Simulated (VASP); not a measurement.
Input of a VASP 6.6.1 run:

Contents of INCAR:

```
ALGO = Normal
EDIFF = 1E-6
ENCUT = 520
GGA = PE
ISIF = 2
ISMEAR = 0
LASPH = T
LCHARG = F
LREAL = F
LWAVE = F
NBANDS = 14
NELM = 60
PREC = Accurate
SIGMA = 0.028000000000000004
```

KPOINTS

```
k-points
0
Gamma
  10 10 10
```

The input POSCAR:

```
HfB
1.0
    0.0000000000      2.3100000000      2.3100000000
    2.3100000000      0.0000000000      2.3100000000
    2.3100000000      2.3100000000      0.0000000000
Hf B
1 1
Direct
    0.5000000000      0.5000000000      0.5000000000
    0.0000000000      0.0000000000      0.0000000000
```

Potentials or basis: VASP PAW PBE potentials, release 64 (Hf_pv, B).

Run with:

```bash
$ cat potpaw_PBE.64/Hf_pv/POTCAR potpaw_PBE.64/B/POTCAR > POTCAR
$ mpirun -np 1 vasp_std > vasp.out
```

Task: Predict the pressure.

Result: 30.2 GPa.
